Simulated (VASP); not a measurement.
The system is Cu.

```xyz
1
Lattice="0.0000 1.8075 1.8075 1.8075 0.0000 1.8075 1.8075 1.8075 0.0000" Properties=species:S:1:pos:R:3 pbc="T T T"
Cu    0.0000    0.0000    0.0000
```

* Program: VASP 6.6.1
* Task: relaxation of cell and atoms
* Functional: BLYP
* Dispersion: D3(BJ)
* Potentials or basis: VASP PAW PBE potentials, release 64 (Cu)
* Cutoff: 600 eV
* k mesh: 13 × 13 × 13
* Occupations: fermi-dirac, width 0.05 eV
* Spin: no spin polarisation

At the start: pressure -8.4 GPa; volume 11.81 Å³/atom.

Q: Where does the relaxation end?

A: Over 3 steps the energy falls by 18.2 meV/atom and the volume is 11.16 Å³/atom (-5.5 %); space group Fm-3m (No. 225, to 0.05 Å).

Step by step:
```csv
step,energy change (eV),largest force (eV/Å),pressure (GPa),volume (Å³)
1,0.0000,0.0000,-8.42,11.81
2,-0.0111,0.0000,6.33,10.78
3,-0.0182,0.0000,-0.03,11.16
```

Final structure:
```
Cu
1.0
     0.00000    1.77354    1.77354
     1.77354    0.00000    1.77354
     1.77354    1.77354    0.00000
Cu
1
Direct
  0.00000 0.00000 0.00000
```

Caveat: the PAW data sets were made with another functional, which shifts forces and pressure a little; pairwise dispersion overbinds metals, which lowers pressure and volume.
